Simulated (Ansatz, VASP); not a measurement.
## Two plane-wave programs on O

INCAR

```
  ALGO = Normal
  EDIFF = 1E-8
  ENCUT = 520
  GGA = PE
  ISIF = 2
  ISMEAR = -1
  LASPH = T
  LCHARG = F
  LEFG = T
  LREAL = F
  LWAVE = F
  NBANDS = 13
  NELM = 60
  PREC = Accurate
  SIGMA = 0.02
```

The input KPOINTS:

```
k-points
0
Gamma
  5 5 5
```

The input POSCAR:

```
O
1.0
    1.4233490221      0.8217709410      3.4083000000
   -1.4233490221      0.8217709410      3.4083000000
    0.0000000000     -1.6435418821      3.4083000000
O
2
Direct
    0.0577000000      0.0577000000      0.0577000000
    0.9423000000      0.9423000000      0.9423000000
```

Input for Ansatz:

```yaml
crystal:
  lattice:
    - [1.4233490221, 0.821770941, 3.4083]
    - [-1.4233490221, 0.821770941, 3.4083]
    - [0.0, -1.6435418821, 3.4083]
  atoms:
    - { symbol: O, position: [0.0577, 0.0577, 0.0577] }
    - { symbol: O, position: [0.9423, 0.9423, 0.9423] }
kpoints:
  mp_grid: { grid: [5, 5, 5] }
scf:
  occupations: { method: fermi_dirac, width: 0.02 }
hamiltonian:
  xc: pbe
  pseudopotentials: { kind: paw }
output:
  forces: true
  stress: true
  eigenvalues: true
  efg: { contact_densities: true }
  write_density: true
  write_potential: true
  elf: true
  volumetric_format: npy
```

Alike in both runs: task electric field gradients; functional PBE; k mesh 5 × 5 × 5; occupations fermi-dirac, width 0.02 eV; no spin polarisation.

|  | VASP | Ansatz |
| --- | --- | --- |
| version | VASP 6.6.1 | Ansatz 0.2.0 |
| potentials or method | VASP PAW PBE potentials, release 64 (O) | PAW with Ansatz's default frozen-core files, scalar-relativistic |
| plane-wave cutoff (eV) | 520 | 420 |
| valence electrons in the cell | 12 | 12 |

VASP gave:

```
pressure (GPa)                                                : 9.6
traceless stress, the component that is largest in VASP (GPa) : 30.07
rms of the force components (eV/Å)                            : 2.504
size of Vzz on the site where it differs most (V/Å²)          : 119.0
```

Problem. Estimate Ansatz's values.

Solution. Pressure (GPa): 5.5; traceless stress, the component that is largest in VASP (GPa): 21.29; rms of the force components (eV/Å): 1.521; size of Vzz on the site where it differs most (V/Å²): 117.9.

Atom by atom the forces differ by 0.983 eV/Å (rms over components).

The k mesh is coarse, so the values compare programs but aren't converged. Noted on VASP's run: the standard files for N, O and F lose accuracy on very short bonds; spin is off for a triplet molecule.
